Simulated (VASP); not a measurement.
A run of VASP 6.6.1:

File INCAR:

```
SYSTEM = Ta
  PREC = Accurate
  ENCUT = 520
  EDIFF = 1E-7
  ISMEAR = 0
  SIGMA = 0.1
  LREAL = .FALSE.
  LASPH = .TRUE.
  NELM = 100
  ALGO = Normal
  ISIF = 2
  LWAVE = .FALSE.
  LCHARG = .TRUE.
  GGA = PE
  LELF = .TRUE.
  LVHAR = .TRUE.
  NBANDS = 78
  ISYM = 0
```

The input KPOINTS:

```
regular mesh
0
G
  4 4 3
  0 0 0
```

File POSCAR:

```
Ta
1.0
    5.4891211381      0.2521509604      0.4155659922
    0.2515488209      5.4850485343     -0.4191144803
    0.4405358662     -0.4381614534      7.3731023453
Ta
12
Direct
    0.5614592633      0.3737228171      0.8001333882
    0.0614596459      0.5403919552      0.9667995355
    0.0614586703      0.2070610429      0.6334648522
    0.5614594601      0.0403907648      0.4667998810
    0.8114584341      0.1237266277      0.0501343705
    0.5614585357      0.7070597511      0.1334651255
    0.8114578605      0.7903928091      0.7168007939
    0.8114569864      0.4570612293      0.3834664515
    0.3114583161      0.6237250791      0.5501347548
    0.3114572322      0.9570603630      0.8834668294
    0.0614587936      0.8737239494      0.3001333572
    0.3114576260      0.2903912291      0.2168013773
```

Potentials or basis: VASP PAW PBE potentials, release 64 (Ta_pv).

Run with:

```console
$ cat potpaw_PBE.64/Ta_pv/POTCAR > POTCAR
$ mpirun -np 1 vasp_std > vasp.out
```

Hardware: 1 thread of Oxide Virtual Turin-like Processor, with other jobs on the host.

Q: How long does it take, and how much memory?

A: Wall time 8.2 min on 1 thread of Oxide Virtual Turin-like Processor, with other jobs on the host, peak memory 0.44 GiB. Counts: scf iterations 15, k points 26.
